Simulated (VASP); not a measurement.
K, 1 atom in the cell. It takes space group I4/mmm (No. 139, tetragonal). The conventional cell has a = 5.341 Å, b = 5.341 Å, c = 5.236 Å, α = 90.00°, β = 90.00°, γ = 90.00°.  This cell differs from its parent crystal: equal xx and yy strain of +2 %.

```yaml
Program: VASP 6.6.1
Task: single point
Functional: PBEsol
Potentials_or_basis: VASP PAW PBE potentials, release 64 (K_sv)
Cutoff: 520 eV
k_mesh: 10 × 10 × 10
Occupations: fermi-dirac, width 0.08 eV
Spin: no spin polarisation
Dipole_correction: no
Further_INCAR_settings: ALGO = Normal; EDIFF = 1e-07; NBANDS = 10
```

Potentials or basis: VASP PAW PBE potentials, release 64 (K_sv).

Launch:

```console
$ cat potpaw_PBE.64/K_sv/POTCAR > POTCAR
$ mpirun -np 1 vasp_std > vasp.out
```

Hardware: 1 thread of AMD EPYC 7R13, with other jobs on the host.

Task: Estimate the wall time of this run.

Result: Run time: 88 s on 1 thread of AMD EPYC 7R13 (shared host), peak memory 0.24 GiB. Counts: scf iterations 12, k points 102.
